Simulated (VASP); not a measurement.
# Hf2Bi2O (P4/mmm) in VASP: further runs, part 2 of 2

VASP 6.6.1. Earlier steps stand in the parts before.

## (3) Relaxation of cell and atoms, PBE

This run uses another cell than the first one, of 25.18 Å³/atom.

The input, INCAR:

```
  PREC = Accurate
  ENCUT = 600
  EDIFF = 1E-6
  ISMEAR = 0
  SIGMA = 0.1
  LREAL = False
  LASPH = True
  NELM = 100
  ALGO = Normal
  ISIF = 3
  LWAVE = False
  LCHARG = False
  GGA = PE
  IBRION = 2
  NSW = 90
  EDIFFG = -0.04
```

The input, KPOINTS:

```
Automatic mesh
0
Gamma
  4 4 4
```

The input, POSCAR:

```
Hf2Bi2O
1.0
    4.3134174100      0.0000000000      0.0000000000
    0.0000000000      4.3134174100      0.0000000000
    0.0000000000      0.0000000000      6.7670964000
Hf Bi O
2 2 1
Direct
    0.0000000000      0.0000000000      0.3099920600
    0.0000000000      0.0000000000      0.6900079400
    0.5000000000      0.5000000000      0.0000000000
    0.5000000000      0.5000000000      0.5000000000
    0.0000000000      0.0000000000      0.0000000000
```

Potentials or basis: VASP PAW PBE potentials, release 64 (Hf_pv, Bi_d, O).

Command:

```console
$ cat potpaw_PBE.64/Hf_pv/POTCAR potpaw_PBE.64/Bi_d/POTCAR potpaw_PBE.64/O/POTCAR > POTCAR
$ mpirun -np 1 vasp_std > vasp.out
```

OUTCAR:

```text
PREC = Accurate
   ENCUT = 600
   EDIFF = 1E-6
   ISMEAR = 0
   LREAL = False
   LASPH = True
   NELM = 100
   ISIF = 3
   GGA = PE
   IBRION = 2
   NSW = 90
   EDIFFG = -0.04

 ion  position               nearest neighbor table
   1  0.000  0.000  0.310-   5 2.10   2 2.57   4 3.31   4 3.31   4 3.31   4 3.31   3 3.70   3 3.70
                             3 3.70   3 3.70
   2  0.000  0.000  0.690-   5 2.10   1 2.57   4 3.31   4 3.31   4 3.31   4 3.31   3 3.70   3 3.70
                             3 3.70   3 3.70
   3  0.500  0.500  0.000-   4 3.38   4 3.38   1 3.70   2 3.70   1 3.70   2 3.70   1 3.70   2 3.70
                             1 3.70   2 3.70
   4  0.500  0.500  0.500-   1 3.31   2 3.31   1 3.31   2 3.31   1 3.31   2 3.31   1 3.31   2 3.31
                             3 3.38   3 3.38
   5  0.000  0.000  0.000-   1 2.10   2 2.10

  LATTYP: Found a simple tetragonal cell.
 ALAT       =     4.3134174100
 C/A-ratio  =     1.5688480286

  Lattice vectors:

 A1 = (   4.3134174100,   0.0000000000,   0.0000000000)
 A2 = (   0.0000000000,   4.3134174100,   0.0000000000)
 A3 = (   0.0000000000,   0.0000000000,   6.7670964000)

Analysis of symmetry for initial positions (statically):
=====================================================================
 Subroutine PRICEL returns:
 Original cell was already a primitive cell.

 Routine SETGRP: Setting up the symmetry group for a
 simple tetragonal supercell.

 Subroutine GETGRP returns: Found 16 space group operations
 (whereof 16 operations were pure point group operations)
 out of a pool of 16 trial point group operations.

The static configuration has the point symmetry D_4h.

Analysis of symmetry for dynamics (positions and initial velocities):
=====================================================================
 Subroutine PRICEL returns:
 Original cell was already a primitive cell.

 Routine SETGRP: Setting up the symmetry group for a
 simple tetragonal supercell.

[... 126 lines left out ...]
  Thomas-Fermi vector in A             =   2.383683
   LORBIT       =      0    0 simple, 1 ext, 2 COOP (PROOUT), +10 PAW based schemes
   GGA     = PE    functional components
   LHFCALC =     F    Hartree Fock is set to
   AEXX    =    0.0000 exact exchange contribution
   IVDW    =     0    specifies the selected vdW correction
   LEPSILON=     F    determine dielectric tensor
   LRPA    =     F    only Hartree local field effects (RPA)
 conjugate gradient relaxation of ions
 non-spin polarized calculation
 Gauss-broadening in eV      SIGMA  =   0.10
  energy-cutoff  :      600.00
  volume of cell :      125.91
 maximum number of plane-waves:      4244
 NGX is ok and might be reduce to    36
   NGX = 17   NGY = 17   NGZ = 27

--------------------------------------- Ionic step        1  -------------------------------------------

 number of electron      56.0000013 magnetization

 Free energy of the ion-electron system (eV)
  ---------------------------------------------------
  ext. energy  EPLUGINS =         0.00000000
  ---------------------------------------------------
  free energy    TOTEN  =       -32.79317155 eV

  energy without entropy =      -32.75346055  energy(sigma->0) =      -32.77331605

------------------------ aborting loop because EDIFF is reached ----------------------------------------

  FORCE on cell =-STRESS in cart. coord.  units (eV):
  Direction    XX          YY          ZZ          XY          YZ          ZX
  --------------------------------------------------------------------------------------
  -------------------------------------------------------------------------------------
  Total       -3.9210167     -3.9210167     -1.6853791      0.0000000     -0.0000000      0.0000000
  in kB      -49.8957935    -49.8957935    -21.4468166      0.0000000     -0.0000000      0.0000000
  external PRESSURE =     -40.4128012 kB  Pullay stress =       0.0000000 kB
[... 98 lines left out ...]
  FREE ENERGIE OF THE ION-ELECTRON SYSTEM (eV)
  ---------------------------------------------------
  free  energy   TOTEN  =       -34.0451470717 eV

  energy  without entropy=      -34.0158346864  energy(sigma->0) =      -34.03049088

[... ionic steps 4 to 13 ...]

--------------------------------------- Ionic step       14  -------------------------------------------

 number of electron      56.0000008 magnetization

------------------------ aborting loop because EDIFF is reached ----------------------------------------
[... 73 lines left out ...]
--------------------------------------- Ionic step       16  -------------------------------------------

 number of electron      56.0000010 magnetization

 Free energy of the ion-electron system (eV)
  ---------------------------------------------------
  ext. energy  EPLUGINS =         0.00000000
  ---------------------------------------------------
  free energy    TOTEN  =       -35.26296010 eV

  energy without entropy =      -35.24747469  energy(sigma->0) =      -35.25521739

 E-fermi :   7.4938     XC(G=0): -11.0044

 val. band max:        7.4899647278   @ k =   0.2500   0.2500   0.0000
 cond. band min:       7.4971860271   @ k =   0.2500   0.2500   0.0000
 fundamental gap:      0.0072212993
 Fermi energy:         7.4937779266

 k-point     1 :       0.0000    0.0000    0.0000
  band No.  band energies     occupation
      1     -24.5862      2.00000
      2     -24.4114      2.00000
      3     -24.1832      2.00000
      4     -24.1832      2.00000
      5     -24.1764      2.00000
      6     -24.1764      2.00000
[... 669 lines left out ...]
  FREE ENERGIE OF THE ION-ELECTRON SYSTEM (eV)
  ---------------------------------------------------
  free  energy   TOTEN  =       -35.2629601035 eV

  energy  without entropy=      -35.2474746858  energy(sigma->0) =      -35.25521739

 reached required accuracy - stopping structural energy minimisation
```

CONTCAR:

```text
Hf2Bi2O
   1.00000000000000
     3.7756226509399249   -0.0000000000000000    0.0000000000000000
    -0.0000000000000000    3.7756226509399249    0.0000000000000000
    -0.0000000000000000   -0.0000000000000000    7.6706880129277408
  Hf              Bi              O
     2     2     1
Direct
     0.0000000000000000    0.0000000000000000    0.2613767816518942
     0.0000000000000000    0.0000000000000000    0.7386232183481057
     0.5000000000000000    0.5000000000000000    0.0000000000000000
     0.5000000000000000    0.5000000000000000    0.5000000000000000
     0.0000000000000000    0.0000000000000000    0.0000000000000000

  0.00000000E+00  0.00000000E+00  0.00000000E+00
  0.00000000E+00  0.00000000E+00  0.00000000E+00
  0.00000000E+00  0.00000000E+00  0.00000000E+00
  0.00000000E+00  0.00000000E+00  0.00000000E+00
  0.00000000E+00  0.00000000E+00  0.00000000E+00
```

It took 23 min on 1 thread of Intel Xeon 8259CL, shared host; peak memory 0.32 GiB.

What came out:

```yaml
Free_energy: -35.2630 eV
Relaxed_volume: 21.87 Å³/atom
Relaxed_cell: a = 3.776 Å, b = 3.776 Å, c = 7.671 Å, α = 90.00°, β = 90.00°, γ = 90.00°
Space_group_after_relaxing_to_0.1_Å: P4/mmm (No. 123)
Energy_gained_by_relaxing: 494.0 meV/atom
Ionic_steps: 16
Pressure_after_relaxing: 0.0 GPa
Largest_force_after_relaxing: 0.007 eV/Å
Band_gap_on_the_k_mesh: zero (bands 28 and 29 overlap by 0.94 eV)
```

Forces on the atoms (eV/Å):
```
Hf   0.000  0.000  0.007
Hf   0.000  0.000 -0.007
Bi   0.000  0.000  0.000
Bi   0.000  0.000  0.000
O    0.000  0.000  0.000
```

Stress tensor (GPa, compression positive):
```
-0.10  0.00  0.00
 0.00 -0.10  0.00
 0.00  0.00  0.05
```

Step by step:
| step | energy change (eV) | largest force (eV/Å) | pressure (GPa) | volume (Å³) |
| --- | --- | --- | --- | --- |
| 1 | 0.0000 | 4.3075 | -4.04 | 125.91 |
| 2 | -1.2423 | 0.3387 | 5.73 | 114.66 |
| 3 | -1.2520 | 0.2442 | 4.60 | 115.41 |
| 4 | -1.9906 | 0.8513 | 0.43 | 117.02 |
| 5 | -2.1531 | 1.3966 | -0.32 | 117.55 |
| 6 | -1.9920 | 1.9593 | 0.52 | 117.76 |
| 7 | -2.1606 | 1.9446 | -0.11 | 117.78 |
| 8 | -2.1711 | 1.8722 | -0.12 | 117.74 |
| 9 | -2.2919 | 0.3049 | -5.57 | 117.47 |
| 10 | -2.3280 | 0.2715 | -4.09 | 117.59 |
| 11 | -2.4459 | 0.3266 | 0.08 | 109.55 |
| 12 | -2.4459 | 0.3286 | 0.16 | 109.38 |
| 13 | -2.4637 | 0.2306 | 0.31 | 109.16 |
| 14 | -2.4685 | 0.1359 | 0.50 | 108.94 |
| 15 | -2.4675 | 0.1567 | -0.74 | 109.91 |
| 16 | -2.4698 | 0.0069 | -0.05 | 109.35 |

Final structure:
```xyz
5
Lattice="3.7756 0.0000 0.0000 0.0000 3.7756 0.0000 0.0000 0.0000 7.6707" Properties=species:S:1:pos:R:3 pbc="T T T"
Hf    0.0000    0.0000    2.0049
Hf    0.0000    0.0000    5.6657
Bi    1.8878    1.8878    0.0000
Bi    1.8878    1.8878    3.8353
O     0.0000    0.0000    0.0000
```

Levels at points of the mesh, in eV from the Fermi level:
```csv
k point,band 25,band 26,band 27,band 28,band 29,band 30,band 31,band 32
"(0.00, 0.00, 0.00)",-0.79,-0.59,-0.56,-0.56,0.04,1.17,1.72,2.06
"(0.50, 0.00, 0.00)",-3.09,-1.99,-1.44,-1.20,0.90,0.96,1.74,1.76
"(0.50, 0.50, 0.00)",-4.04,-0.70,0.41,0.41,0.47,0.47,1.42,1.81
"(0.00, 0.00, 0.50)",-1.06,-1.02,-0.84,-0.84,1.92,2.08,2.08,2.30
"(0.50, 0.00, 0.50)",-2.96,-2.12,-0.62,-0.57,-0.53,0.65,1.02,2.26
"(0.50, 0.50, 0.50)",-2.36,-2.19,0.12,0.27,0.27,0.75,0.75,1.73
```

Caveat: the k points lie up to 0.42 Å⁻¹ apart in the final cell, too coarse for converged energies and pressures of a metal; spin-orbit coupling is left out, which moves the levels of the heavy elements.
